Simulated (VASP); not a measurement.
# BaTiO3 in VASP: notebook

The runs below take BaTiO3 through electric field gradients, with PBE.

Program: VASP 6.6.1. These are calculated values, not measurements. Logs are shortened: lines on timing, memory, paths and dates and some standing lists are left out, and cuts for length are marked.

## 1. The cell of the first run

The structure is tetragonal, space group P4/mmm (No. 123). Conventional cell: a = 4.000 Å, b = 4.000 Å, c = 3.938 Å, α = 90.00°, β = 90.00°, γ = 90.00°. Within 3.7 Å of Ba (site symmetry 4/mmm) lie 12 O at 2.81 to 2.83 Å and 8 Ti at 3.45 Å. Within 2.6 Å of Ti (site symmetry 4/mmm) lie 6 O at 1.97 to 2.00 Å. Within 2.6 Å of O (site symmetry 4/mmm) lie 2 Ti at 1.97 Å. Within 2.6 Å of O (site symmetry mmm) lie 2 Ti at 2.00 Å.

## 2. Electric field gradients, PBE (zz strain of -2 %)

INCAR reads:

```
  PREC = Accurate
  ENCUT = 520
  EDIFF = 1E-8
  ISMEAR = -1
  SIGMA = 0.03
  LREAL = False
  LASPH = True
  NELM = 60
  ALGO = Normal
  ISIF = 2
  LWAVE = False
  LCHARG = False
  GGA = PE
  LEFG = True
  NBANDS = 28
```

KPOINTS reads:

```
Automatic mesh
0
Gamma
  7 7 7
```

POSCAR reads:

```
BaTiO3
1.0
    3.9998000000      0.0000000000      0.0000000000
    0.0000000000      3.9998000000      0.0000000000
    0.0000000000      0.0000000000      3.9376400000
Ba Ti O
1 1 3
Direct
    0.0000000000      0.0000000000      0.0000000000
    0.5000000000      0.5000000000      0.5000000000
    0.5000000000      0.5000000000      0.0000000000
    0.5000000000      0.0000000000      0.5000000000
    0.0000000000      0.5000000000      0.5000000000
```

Potentials or basis: VASP PAW PBE potentials, release 64 (Ba_sv, Ti_sv, O).

Command:

```console
> cat potpaw_PBE.64/Ba_sv/POTCAR potpaw_PBE.64/Ti_sv/POTCAR potpaw_PBE.64/O/POTCAR > POTCAR
> mpirun -np 1 vasp_std > vasp.out
```

OUTCAR:

```text
PREC = Accurate
   ENCUT = 520
   EDIFF = 1E-8
   ISMEAR = -1
   LREAL = False
   LASPH = True
   NELM = 60
   ISIF = 2
   GGA = PE

 ion  position               nearest neighbor table
   1  0.000  0.000  0.000-   4 2.81   5 2.81   4 2.81   5 2.81   5 2.81   5 2.81   4 2.81   4 2.81
                             3 2.83   3 2.83   3 2.83   3 2.83   2 3.45   2 3.45   2 3.45   2 3.45
   2  0.500  0.500  0.500-   3 1.97   3 1.97   5 2.00   4 2.00   4 2.00   5 2.00   1 3.45   1 3.45
                             1 3.45   1 3.45   1 3.45   1 3.45   1 3.45   1 3.45
   3  0.500  0.500  0.000-   2 1.97   2 1.97   1 2.83   1 2.83   1 2.83   1 2.83
   4  0.500  0.000  0.500-   2 2.00   2 2.00   1 2.81   1 2.81   1 2.81   1 2.81
   5  0.000  0.500  0.500-   2 2.00   2 2.00   1 2.81   1 2.81   1 2.81   1 2.81

  LATTYP: Found a simple tetragonal cell.
 ALAT       =     3.9998000000
 C/A-ratio  =     0.9844592230

  Lattice vectors:

 A1 = (   3.9998000000,   0.0000000000,   0.0000000000)
 A2 = (   0.0000000000,   3.9998000000,   0.0000000000)
 A3 = (   0.0000000000,   0.0000000000,   3.9376400000)

Analysis of symmetry for initial positions (statically):
=====================================================================
 Subroutine PRICEL returns:
 Original cell was already a primitive cell.

 Routine SETGRP: Setting up the symmetry group for a
 simple tetragonal supercell.

 Subroutine GETGRP returns: Found 16 space group operations
 (whereof 16 operations were pure point group operations)
 out of a pool of 16 trial point group operations.

The static configuration has the point symmetry D_4h.

Analysis of symmetry for dynamics (positions and initial velocities):
=====================================================================
 Subroutine PRICEL returns:
 Original cell was already a primitive cell.

 Routine SETGRP: Setting up the symmetry group for a
 simple tetragonal supercell.

 Subroutine GETGRP returns: Found 16 space group operations
 (whereof 16 operations were pure point group operations)
 out of a pool of 16 trial point group operations.

The dynamic configuration has the point symmetry D_4h.

 Subroutine INISYM returns: Found 16 space group operations
 (whereof 16 operations are pure point group operations),
[... 151 lines left out ...]

 val. band max:        3.9127644425   @ k =   0.4286   0.4286   0.4286
 cond. band min:       5.7322556497   @ k =   0.0000   0.0000   0.0000
 fundamental gap:      1.8194912071
 Fermi energy:         4.6046606382

 k-point     1 :       0.0000    0.0000    0.0000
  band No.  band energies     occupation
      1     -52.5904      2.00000
      2     -28.8171      2.00000
      3     -28.8089      2.00000
      4     -28.8089      2.00000
      5     -20.8023      2.00000
      6     -12.9701      2.00000
[... 733 lines left out ...]
     27      12.5827      0.00000
     28      12.9641      0.00000

 [... further k-points ...]

------------------------ aborting loop because EDIFF is reached ----------------------------------------

  FORCE on cell =-STRESS in cart. coord.  units (eV):
  Direction    XX          YY          ZZ          XY          YZ          ZX
  --------------------------------------------------------------------------------------
  -------------------------------------------------------------------------------------
  Total        2.4003054      2.4003054      3.7419690      0.0000000     -0.0000000      0.0000000
  in kB       61.0470277     61.0470277     95.1695909      0.0000000     -0.0000000      0.0000000
  external PRESSURE =      72.4212155 kB  Pullay stress =       0.0000000 kB

 VOLUME and BASIS-vectors are now :
 -----------------------------------------------------------------------------
  energy-cutoff  :      520.00
  volume of cell :       63.00
      direct lattice vectors                 reciprocal lattice vectors
     3.999800000  0.000000000  0.000000000     0.250012501  0.000000000  0.000000000
     0.000000000  3.999800000  0.000000000     0.000000000  0.250012501  0.000000000
     0.000000000  0.000000000  3.937640000     0.000000000  0.000000000  0.253959224

 POSITION                                       TOTAL-FORCE (eV/Angst)
 -----------------------------------------------------------------------------------
      0.00000      0.00000      0.00000         0.000000      0.000000      0.000000
      1.99990      1.99990      1.96882         0.000000      0.000000      0.000000
      1.99990      1.99990      0.00000         0.000000      0.000000      0.000000
      1.99990      0.00000      1.96882         0.000000      0.000000      0.000000
      0.00000      1.99990      1.96882         0.000000      0.000000      0.000000
 -----------------------------------------------------------------------------------
    total drift:                                0.000000      0.000000     -0.000000

  FREE ENERGIE OF THE ION-ELECTRON SYSTEM (eV)
  ---------------------------------------------------
  free  energy   TOTEN  =       -39.9198005966 eV

  energy  without entropy=      -39.9198005966  energy(sigma->0) =      -39.91980060

 Electric field gradients (V/A^2)
---------------------------------------------------------------------
 ion       V_xx      V_yy      V_zz      V_xy      V_xz      V_yz
---------------------------------------------------------------------
   1       1.009     1.009    -2.018    -0.000     0.000    -0.000
   2       7.123     7.123   -14.246    -0.000     0.000    -0.000
   3      -9.150    -9.150    18.300    -0.000     0.000     0.000
   4     -10.296    25.739   -15.443     0.000     0.000    -0.000
   5      25.739   -10.296   -15.443    -0.000     0.000     0.000
---------------------------------------------------------------------

 Electric field gradients after diagonalization (V/A^2)
 (convention: |V_zz| > |V_xx| > |V_yy|)
----------------------------------------------------------------------
 ion       V_xx      V_yy      V_zz     asymmetry (V_yy - V_xx)/ V_zz
----------------------------------------------------------------------
   1       1.009     1.009    -2.018       0.000
   2       7.123     7.123   -14.246       0.000
   3      -9.150    -9.150    18.300       0.000
   4     -15.443   -10.296    25.739       0.200
   5     -15.443   -10.296    25.739       0.200
----------------------------------------------------------------------

           NMR quadrupolar parameters

 Cq : quadrupolar parameter    Cq=e*Q*V_zz/h
 eta: asymmetry parameters     (V_yy - V_xx)/ V_zz
 Q  : nuclear electric quadrupole moment in mb (millibarn)
----------------------------------------------------------------------
 ion       Cq(MHz)       eta       Q (mb)
----------------------------------------------------------------------
   1      -0.005       0.000       1.000
   2      -0.034       0.000       1.000
   3       0.044       0.000       1.000
   4       0.062       0.200       1.000
   5       0.062       0.200       1.000
----------------------------------------------------------------------
```

It took 88 s on 1 thread of Intel Xeon Platinum 8259CL at 2.50GHz (Skylake/Cascade Lake), shared host; peak memory 0.21 GiB.

Results:

```yaml
Free_energy: -39.9198 eV
Pressure: 7.2 GPa
Band_gap_on_the_k_mesh: 1.82 eV (least direct gap 1.88 eV)
Largest_electric_field_gradient_by_atom: Ba -2.0; Ti -14.2; O +18.3, +25.7 (each value once) V/Å²
```

Stress tensor (GPa, compression positive):
```
6.10 0.00 0.00
0.00 6.10 0.00
0.00 0.00 9.52
```

Levels at points of the mesh, in eV from the valence-band top:
| k point | band 18 | band 19 | band 20 | band 21 | band 22 | band 23 |
| --- | --- | --- | --- | --- | --- | --- |
| (0.00, 0.00, 0.00) | -0.08 | -0.08 | -0.06 | 1.82 | 1.85 | 1.85 |

Electric field gradients, principal values (V/Å²):
| atom | least | middle | greatest (by size) |
| --- | --- | --- | --- |
| 1 Ba | 1.009 | 1.009 | -2.018 |
| 2 Ti | 7.123 | 7.123 | -14.246 |
| 3 O | -9.150 | -9.150 | 18.300 |
| 4 O | -10.296 | -15.443 | 25.739 |
| 5 O | -10.296 | -15.443 | 25.739 |

Caveat: the cell differs from its parent crystal (zz strain of -2 %); the cell stands under pressure; without QUAD_EFG the Cq values of the log hold for a quadrupole moment of 1 mb, not for the nuclei; spin-orbit coupling is left out, which moves the levels of the heavy elements; an odd mesh through Γ misses points on the zone boundary, where band edges can lie.

## 3. Electric field gradients, PBE (zz strain of +1 %)

INCAR reads:

```
SYSTEM = BaTiO3
PREC = Accurate ; ENCUT = 520
EDIFF = 1E-8 ; ISMEAR = -1
SIGMA = 0.03 ; LREAL = .FALSE.
LASPH = .TRUE. ; NELM = 60
ALGO = Normal ; ISIF = 2
LWAVE = .FALSE. ; LCHARG = .FALSE.
GGA = PE ; LEFG = .TRUE.
NBANDS = 28
```

KPOINTS reads:

```
regular mesh
0
G
  7 7 7
  0 0 0
```

POSCAR: that of step 2 with these lines changed.

```diff
@@ -4,3 +4,3 @@
     0.0000000000      3.9998000000      0.0000000000
-    0.0000000000      0.0000000000      3.9376400000
+    0.0000000000      0.0000000000      4.0581800000
 Ba Ti O
```

Potentials or basis: VASP PAW PBE potentials, release 64 (Ba_sv, Ti_sv, O).

Command:

```console
> cat potpaw_PBE.64/Ba_sv/POTCAR potpaw_PBE.64/Ti_sv/POTCAR potpaw_PBE.64/O/POTCAR > POTCAR
> mpirun -np 1 vasp_std > vasp.out
```

OUTCAR:

```text
SYSTEM = BaTiO3
   PREC = Accurate
   ENCUT = 520
   EDIFF = 1E-8
   ISMEAR = -1
   LREAL = .FALSE.
   LASPH = .TRUE.
   NELM = 60
   ISIF = 2
   GGA = PE

 ion  position               nearest neighbor table
   1  0.000  0.000  0.000-   3 2.83   3 2.83   3 2.83   3 2.83   5 2.85   4 2.85   5 2.85   5 2.85
                             5 2.85   4 2.85   4 2.85   4 2.85   2 3.48   2 3.48   2 3.48   2 3.48
   2  0.500  0.500  0.500-   4 2.00   5 2.00   4 2.00   5 2.00   3 2.03   3 2.03   1 3.48   1 3.48
                             1 3.48   1 3.48   1 3.48   1 3.48   1 3.48   1 3.48
   3  0.500  0.500  0.000-   2 2.03   2 2.03   1 2.83   1 2.83   1 2.83   1 2.83
   4  0.500  0.000  0.500-   2 2.00   2 2.00   1 2.85   1 2.85   1 2.85   1 2.85
   5  0.000  0.500  0.500-   2 2.00   2 2.00   1 2.85   1 2.85   1 2.85   1 2.85

  LATTYP: Found a simple tetragonal cell.
 ALAT       =     3.9998000000
 C/A-ratio  =     1.0145957298

  Lattice vectors:

 A1 = (   3.9998000000,   0.0000000000,   0.0000000000)
 A2 = (   0.0000000000,   3.9998000000,   0.0000000000)
 A3 = (   0.0000000000,   0.0000000000,   4.0581800000)

Analysis of symmetry for initial positions (statically):
=====================================================================
[... 957 lines left out ...]
 -----------------------------------------------------------------------------------
    total drift:                                0.000000      0.000000     -0.000000

  FREE ENERGIE OF THE ION-ELECTRON SYSTEM (eV)
  ---------------------------------------------------
  free  energy   TOTEN  =       -39.9763643215 eV

  energy  without entropy=      -39.9763643215  energy(sigma->0) =      -39.97636432

 Electric field gradients (V/A^2)
---------------------------------------------------------------------
 ion       V_xx      V_yy      V_zz      V_xy      V_xz      V_yz
---------------------------------------------------------------------
   1      -1.358    -1.358     2.717    -0.000    -0.000    -0.000
   2      -6.126    -6.126    12.253    -0.000     0.000     0.000
   3     -15.183   -15.183    30.367     0.000     0.000     0.000
   4     -14.281    23.691    -9.409     0.000     0.000    -0.000
   5      23.691   -14.281    -9.409     0.000     0.000     0.000
---------------------------------------------------------------------

 Electric field gradients after diagonalization (V/A^2)
 (convention: |V_zz| > |V_xx| > |V_yy|)
----------------------------------------------------------------------
 ion       V_xx      V_yy      V_zz     asymmetry (V_yy - V_xx)/ V_zz
----------------------------------------------------------------------
   1      -1.358    -1.358     2.717       0.000
   2      -6.126    -6.126    12.253       0.000
   3     -15.183   -15.183    30.367       0.000
   4     -14.281    -9.409    23.691       0.206
   5     -14.281    -9.409    23.691       0.206
----------------------------------------------------------------------

           NMR quadrupolar parameters

 Cq : quadrupolar parameter    Cq=e*Q*V_zz/h
 eta: asymmetry parameters     (V_yy - V_xx)/ V_zz
 Q  : nuclear electric quadrupole moment in mb (millibarn)
----------------------------------------------------------------------
 ion       Cq(MHz)       eta       Q (mb)
----------------------------------------------------------------------
   1       0.007       0.000       1.000
   2       0.030       0.000       1.000
   3       0.073       0.000       1.000
   4       0.057       0.206       1.000
   5       0.057       0.206       1.000
----------------------------------------------------------------------
```

stdout:

```text
POSCAR found type information on POSCAR BaTiO
 POSCAR found :  3 types and       5 ions
 scaLAPACK will be used
 LDA part: xc-table for (Slater+PW92), standard interpolation
 POSCAR, INCAR and KPOINTS ok, starting setup
 FFT: planning ... GRIDC
 FFT: planning ... GRID_SOFT
 FFT: planning ... GRID
 WAVECAR not read
 entering main loop
ion   1

ion   2

ion   3

ion   4

ion   5
```

Wall time 86 s (1 thread of Intel Xeon Platinum 8259CL at 2.50GHz (Skylake/Cascade Lake), shared host); peak memory 0.21 GiB.

Results:

```
Free energy                             : -39.9764 eV
Pressure                                : 1.8 GPa
Band gap on the k mesh                  : 1.77 eV (least direct gap 1.86 eV)
Largest electric field gradient by atom : Ba +2.7; Ti +12.3; O +30.4, +23.7 (each value once) V/Å²
```

Levels at points of the mesh, in eV from the valence-band top:
```csv
k point,band 18,band 19,band 20,band 21,band 22,band 23
"(0.00, 0.00, 0.00)",-0.11,-0.09,-0.09,1.77,1.77,1.79
```

Electric field gradients, principal values (V/Å²):
```tsv
atom	least	middle	greatest (by size)
1 Ba	-1.358	-1.358	2.717
2 Ti	-6.126	-6.126	12.253
3 O	-15.183	-15.183	30.367
4 O	-9.409	-14.281	23.691
5 O	-9.409	-14.281	23.691
```

Caveat: the cell differs from its parent crystal (zz strain of +1 %); without QUAD_EFG the Cq values of the log hold for a quadrupole moment of 1 mb, not for the nuclei; spin-orbit coupling is left out, which moves the levels of the heavy elements; an odd mesh through Γ misses points on the zone boundary, where band edges can lie.

[end of part 1 of 3]
